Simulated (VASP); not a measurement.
Write the native input for VASP 6.6.1 that does the following.

* Task: single point
* Functional: r2SCAN
* Potentials or basis: VASP PAW PBE potentials, release 64 (In_d, P)
* Cutoff: 520 eV
* k mesh: 8 × 8 × 8
* Occupations: gaussian, width 0.01 eV
* Spin: no spin polarisation
* Dipole correction: no
* Further INCAR settings: ALGO = Normal; EDIFF = 1e-06; NBANDS = 16

InP:

```
CELL_PARAMETERS angstrom
0.00000 2.95379 2.95379
2.90032 0.00000 2.95379
2.90032 2.95379 0.00000
ATOMIC_POSITIONS crystal
In 0.00000 0.00000 0.00000
P 0.25000 0.25000 0.25000
```

This cell differs from its parent crystal: uniaxial x strain -1.8%.

These files were run (other wordings do the same):

POSCAR

```
InP
1.0
    0.0000000000      2.9537876370      2.9537876370
    2.9003240808      0.0000000000      2.9537876370
    2.9003240808      2.9537876370      0.0000000000
In P
1 1
Direct
    0.0000000000      0.0000000000      0.0000000000
    0.2500000000      0.2500000000      0.2500000000
```

INCAR.step1

```
ALGO = Normal ; EDIFF = 1E-4
ENCUT = 520 ; GGA = PE
ISMEAR = 0 ; LASPH = T
LCHARG = F ; LREAL = F
LWAVE = T ; NBANDS = 16
NELM = 100 ; PREC = Accurate
SIGMA = 0.01
```

INCAR.step2

```
ALGO = Normal ; EDIFF = 1E-6
ENCUT = 520 ; ISIF = 2
ISMEAR = 0 ; ISTART = 1
LASPH = T ; LCHARG = T
LELF = T ; LMIXTAU = T
LREAL = F ; LVHAR = T
LWAVE = F ; METAGGA = R2SCAN
NBANDS = 16 ; NELM = 100
PREC = Accurate ; SIGMA = 0.01
```

KPOINTS

```
k-points
0
Gamma
  8 8 8
```

Potentials or basis: VASP PAW PBE potentials, release 64 (In_d, P).

Command:

```sh
$ cat potpaw_PBE.64/In_d/POTCAR potpaw_PBE.64/P/POTCAR > POTCAR
$ cp INCAR.step1 INCAR
$ mpirun -np 1 vasp_std > vasp.out
$ cp INCAR.step2 INCAR
$ mpirun -np 1 vasp_std > vasp.out
```

It gave:

```json
{
 "Pressure": "1.2 GPa",
 "Band gap on the k mesh": "1.08 eV, direct"
}
```

Caveat: the cell differs from its parent crystal (uniaxial x strain -1.8%); the PAW data sets were made with another functional, which shifts forces and pressure a little; spin-orbit coupling is left out, which moves the levels of the heavy elements.

Run time: 70 s on 1 thread of Intel(R) Xeon(R) 6975P-C (Granite Rapids), on a shared host, peak memory 0.21 GiB.
